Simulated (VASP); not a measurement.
Wanted: the native input for a VASP 6.6.1 run.

| Property | Result |
| --- | --- |
| Task | single point |
| Functional | PBE |
| Potentials or basis | VASP PAW PBE potentials, release 64 (Ti_sv) |
| Cutoff | 520 eV |
| k mesh | 20 × 20 × 20 |
| Occupations | gaussian, width 0.15 eV |
| Spin | no spin polarisation |
| Dipole correction | no |
| Further INCAR settings | ALGO = Normal; EDIFF = 1e-07; NBANDS = 12 |

The structure of Ti lies in POSCAR:

```
Ti
1.0
    0.0000000000      2.3066177413      1.5678080788
    2.3066177413      0.0000000000      1.5678080788
    2.3066177413      2.3066177413      0.0000000000
Ti
1
Direct
    0.0000000000      0.0000000000      0.0000000000
```

This cell differs from its parent crystal: volume 16.683 Å^3 an atom, c/a of the conventional cell 0.6797.

The input as run:

INCAR

```
ALGO = Normal
EDIFF = 1E-7
ENCUT = 520
GGA = PE
ISIF = 2
ISMEAR = 0
LASPH = T
LCHARG = F
LREAL = F
LWAVE = F
NBANDS = 12
NELM = 80
PREC = Accurate
SIGMA = 0.15
```

KPOINTS

```
k-points
0
Gamma
  20 20 20
```

Potentials or basis: VASP PAW PBE potentials, release 64 (Ti_sv).

Command:

```sh
$ cat potpaw_PBE.64/Ti_sv/POTCAR > POTCAR
$ mpirun -np 1 vasp_std > vasp.out
```

It gave:

```
Pressure               : 3.6 GPa
Band gap on the k mesh : zero (band 6 reaches 9.53 eV, above the bottom of band 7 at 7.86 eV)
```

It took 69 s on 1 thread of Intel Xeon 6975P-C, with other jobs on the host, peak memory 0.24 GiB.
